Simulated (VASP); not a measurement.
Here is a VASP 6.6.1 calculation.

The input INCAR:

```
SYSTEM = C
  PREC = Accurate
  ENCUT = 910
  EDIFF = 1E-6
  ISMEAR = 0
  SIGMA = 0.05
  LREAL = .FALSE.
  LASPH = .TRUE.
  NELM = 120
  ALGO = Normal
  ISIF = 2
  LWAVE = .FALSE.
  LCHARG = .FALSE.
  GGA = CA
  NBANDS = 26
  GGA_COMPAT = .FALSE.
```

Contents of KPOINTS:

```
regular mesh
0
G
  12 12 4
  0 0 0
```

The input POSCAR:

```
C
1.0
    2.5180184915      0.0000000000      0.0000000000
   -1.2590092457      2.1806679808      0.0000000000
    0.0000000000      0.0000000000      8.3045881819
C
8
Direct
    0.0000000000      0.0000000000      0.0929681641
    0.0000000000      0.0000000000      0.5929681641
    0.0000000000      0.0000000000      0.4070318359
    0.0000000000      0.0000000000      0.9070318359
    0.3333333333      0.6666666667      0.1555285626
    0.6666666667      0.3333333333      0.6555285626
    0.3333333333      0.6666666667      0.3444714374
    0.6666666667      0.3333333333      0.8444714374
```

Potentials or basis: VASP PAW LDA potentials, release 64 (C_h).

Command:

```bash
$ cat potpaw_LDA.64/C_h/POTCAR > POTCAR
$ mpirun -np 1 vasp_std > vasp.out
```

Problem. What does it give for the band gap on the k mesh?

Solution. 4.50 eV (least direct gap 5.25 eV).

Problem. What does it give for the largest force?

Solution. 0.018 eV/Å.

Forces in eV/Å, atoms in the order of the input:
```
C    0.000  0.000 -0.006
C    0.000  0.000 -0.006
C    0.000  0.000  0.006
C    0.000  0.000  0.006
C    0.000  0.000 -0.018
C    0.000  0.000 -0.018
C    0.000  0.000  0.018
C    0.000  0.000  0.018
```

Caveat: the cell stands under tension. A k mesh can miss the band edges.
